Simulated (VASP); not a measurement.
CoSi:

```
Co Si
1.0
     4.43800    0.00000    0.00000
     0.00000    4.43800    0.00000
     0.00000    0.00000    4.43800
Co Si
4 4
Direct
  0.14000 0.14000 0.14000
  0.36000 0.86000 0.64000
  0.64000 0.36000 0.86000
  0.86000 0.64000 0.36000
  0.84300 0.84300 0.84300
  0.65700 0.15700 0.34300
  0.34300 0.65700 0.15700
  0.15700 0.34300 0.65700
```

Base run:

- Program: VASP 6.6.1
- Functional: r2SCAN
- Potentials or basis: VASP PAW PBE potentials, release 64 (Co, Si)
- Cutoff: 520 eV
- k mesh: 8 × 8 × 8
- Occupations: gaussian, width 0.05 eV
- Spin: collinear spin, zero start
- Starting moments: [0.0, 0.0, 0.0, 0.0, 0.0, 0.0, 0.0, 0.0] μB

Its results: band gap on the k mesh zero (filled and empty bands overlap); pressure -7.6 GPa; net moment 0.00 μB per cell; largest force 0.240 eV/Å.

Task: The run is repeated on the same cell with these changes: functional from r2SCAN to PBE; further incar settings from ALGO = Normal; EDIFF = 1e-06; NBANDS = 40 to ALGO = Normal; EDIFF = 1e-07; NBANDS = 40. What comes out?

Result: Band gap on the k mesh zero (filled and empty bands overlap); pressure -0.4 GPa; net moment 0.00 μB per cell; largest force 0.272 eV/Å.

Caveats: no moment was typed at the start, so none could form; the cell stands under tension (at least some runs); the PAW data sets were made with another functional, which shifts forces and pressure a little (at least some runs).
